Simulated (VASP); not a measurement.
## Be: single point with PBE

Be:

```
CELL_PARAMETERS angstrom
0.00000 1.33948 1.33948
1.33948 0.00000 1.33948
1.33948 1.33948 0.00000
ATOMIC_POSITIONS crystal
Be 0.00000 0.00000 0.00000
```

This isn't the form of Be at room conditions, which is hcp.

```json
{
 "Program": "VASP 6.6.1",
 "Task": "single point",
 "Functional": "PBE",
 "Potentials or basis": "VASP PAW PBE potentials, release 64 (Be)",
 "Cutoff": "600 eV",
 "k mesh": "24 × 24 × 24",
 "Occupations": "fermi-dirac, width 0.05 eV",
 "Spin": "no spin polarisation",
 "Dipole correction": "no",
 "Further INCAR settings": "ALGO = Normal; EDIFF = 1e-06; NBANDS = 7"
}
```

```yaml
Pressure: 137.3 GPa
Band_gap_on_the_k_mesh: zero (bands 1 and 2 overlap by 1.55 eV)
```

Levels at points of the mesh, in eV from the Fermi level:
```csv
k point,band 1,band 2,band 3,band 4,band 5,band 6
"(0.00, 0.00, 0.00)",-14.75,28.68,28.68,28.68,39.87,39.87
"(0.50, 0.00, 0.00)",-7.73,2.03,24.28,24.28,35.74,35.74
"(0.50, 0.50, 0.00)",-3.88,6.09,13.77,13.77,20.26,36.17
```

It took 4 s on 1 thread of Intel(R) Xeon(R) 6975P-C (Granite Rapids) (shared host), peak memory 0.12 GiB.

Caveat: the cell stands under pressure.
